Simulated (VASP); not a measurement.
Write the native input for VASP 6.6.1 that does the following.

| Quantity | Value |
| --- | --- |
| Task | single point |
| Functional | PBEsol |
| Potentials or basis | VASP PAW PBE potentials, release 64 (Sn_d, O) |
| Cutoff | 520 eV |
| k mesh | 10 × 10 × 8 |
| Occupations | gaussian, width 0.15 eV |
| Spin | no spin polarisation |
| Dipole correction | no |
| Further INCAR settings | ALGO = Normal; EDIFF = 1e-06; NBANDS = 28 |

The structure of SnO lies in POSCAR:

```
SnO
1.0
    3.8046173858      0.0000000000      0.0000000000
    0.0000000000      3.8046173858      0.0000000000
    0.0000000000      0.0000000000      4.4649000000
Sn O
2 2
Direct
    0.0000000000      0.5000000000      0.2425296443
    0.5000000000      0.0000000000      0.7574703557
    0.0000000000      0.0000000000      0.0000000000
    0.5000000000      0.5000000000      0.0000000000
```

These files were run (other wordings do the same):

INCAR

```
ALGO     = Normal         # electronic algorithm
EDIFF    = 1E-6           # SCF threshold, eV
ENCUT    = 520            # plane-wave cutoff, eV
GGA      = PS             # functional
ISIF     = 2              # what is computed and relaxed
ISMEAR   = 0              # smearing method
LASPH    = T              # aspherical terms in the spheres
LCHARG   = F              # write CHGCAR
LREAL    = F              # projectors in reciprocal space
LWAVE    = F              # write WAVECAR
NBANDS   = 28             # bands
NELM     = 60             # most SCF steps
PREC     = Accurate       # precision mode
SIGMA    = 0.15           # smearing width, eV
```

KPOINTS

```
k-points
0
Gamma
  10 10 8
```

Potentials or basis: VASP PAW PBE potentials, release 64 (Sn_d, O).

Command:

```bash
$ cat potpaw_PBE.64/Sn_d/POTCAR potpaw_PBE.64/O/POTCAR > POTCAR
$ mpirun -np 1 vasp_std > vasp.out
```

It gave:

```json
{"Pressure": "6.1 GPa", "Largest force": "1.166 eV/Å", "Band gap on the k mesh": "zero (bands 20 and 21 overlap by 0.01 eV)"}
```

Caveat: the cell stands under pressure; semilocal functionals underestimate gaps, and a narrow one can read as zero; the PAW data sets were made with another functional, which shifts forces and pressure a little; spin-orbit coupling is left out, which moves the levels of the heavy elements.

Wall time 2.3 min on 1 thread of AMD EPYC 7R13 Processor (Zen 3) (shared host), peak memory 0.25 GiB.
